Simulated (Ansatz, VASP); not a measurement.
**Two plane-wave programs on Ir**

```
CELL_PARAMETERS angstrom
2.75138 0.00000 0.00000
-1.37569 2.38276 0.00000
0.00000 0.00000 4.46229
ATOMIC_POSITIONS crystal
Ir 0.33333 0.66667 0.25000
Ir 0.66667 0.33333 0.75000
```

Alike in both runs: functional LDA; k mesh 8 × 8 × 5; occupations fermi-dirac, width 0.05 eV; no spin polarisation.

|  | VASP | Ansatz |
| --- | --- | --- |
| version | VASP 6.6.1 | Ansatz 0.2.0 |
| potentials or method | VASP PAW LDA potentials, release 64 (Ir) | Ansatz PAW |
| plane-wave cutoff (eV) | 520 | 420 |
| valence electrons in the cell | 18 | 34 |
| task | single point | band structure |

Ansatz gave:

| Quantity | Value |
| --- | --- |
| gap on the k mesh at the Fermi level (eV) | none |
| pressure (GPa) | -17.0 |
| traceless stress, the component that is largest in VASP (GPa) | -1.13 |

**Question.** Estimate VASP's values.

**Answer.** gap on the k mesh at the Fermi level (eV): none; pressure (GPa): -15.0; traceless stress, the component that is largest in VASP (GPa): -1.10.

LDA's correlation is that of Perdew and Zunger in VASP and of Perdew and Wang (1992) in Ansatz. A gap of «none» marks a metal or a gap that the smearing closes. VASP's potentials hold 18 valence electrons a cell and Ansatz's 34, so a difference there can come from the potentials and not from the codes.

Neither program's run includes spin-orbit coupling.
